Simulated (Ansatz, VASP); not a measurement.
# Ba: VASP beside Ansatz

The input INCAR:

```
SYSTEM = Ba
PREC = Accurate ; ENCUT = 520
EDIFF = 1E-7 ; ISMEAR = -1
SIGMA = 0.1 ; LREAL = .False.
LASPH = .True. ; NELM = 80
ALGO = Normal ; ISIF = 2
LWAVE = .False. ; LCHARG = .False.
GGA = PE ; NBANDS = 17
```

The input KPOINTS:

```
regular mesh
0
Gamma
  10 10 7
  0 0 0
```

The input POSCAR:

```
Ba
1.0
   -3.8249566190      3.8239823718      2.0705620676
    3.8239823718     -3.8249566190      2.0705620676
    3.8267372180      3.8267372180     -2.0723464031
Ba
2
Direct
    0.0000490125      0.9999509875      0.0000000000
    0.7499509875      0.2500490125      0.5000000000
```

Input for Ansatz:

```yaml
crystal:
  lattice:
    - [-3.824956619, 3.8239823718, 2.0705620676]
    - [3.8239823718, -3.824956619, 2.0705620676]
    - [3.826737218, 3.826737218, -2.0723464031]
  atoms:
    - { symbol: Ba, position: [4.90125e-05, 0.9999509875, 0.0] }
    - { symbol: Ba, position: [0.7499509875, 0.2500490125, 0.5] }
hamiltonian:
  xc: pbe
  pseudopotentials:
    kind: paw
    azcp:
      Ba: "pseudopotentials/Ba.paw.azcp"
basis:
  ecutwfc: 420
  fft_grid_basis: typed
kpoints:
  mp_grid: { grid: [10, 10, 7], shift: [0, 0, 0] }
magnetization:
  spin_polarized: false
scf:
  occupations: { method: fermi_dirac, width: 0.1 }
  lower_state_search: "off"
output:
  stress: true
  write_density: true
  write_potential: true
  elf: true
  volumetric_format: npy
```

Alike in both runs: task single point; functional PBE; k mesh 10 × 10 × 7; occupations fermi-dirac, width 0.1 eV; no spin polarisation.

```csv
,VASP,Ansatz
version,VASP 6.6.1,Ansatz 0.2.0
potentials or method,"VASP PAW PBE potentials, release 64 (Ba_sv), cutoff 520 eV","plane waves (420 eV) with PAW, scalar-relativistic"
valence electrons in the cell,20,20
```

Ansatz gave:

- pressure (GPa): 0.0

Which values does VASP return?

Pressure (GPa): 0.1.

Spin-orbit coupling is off throughout.
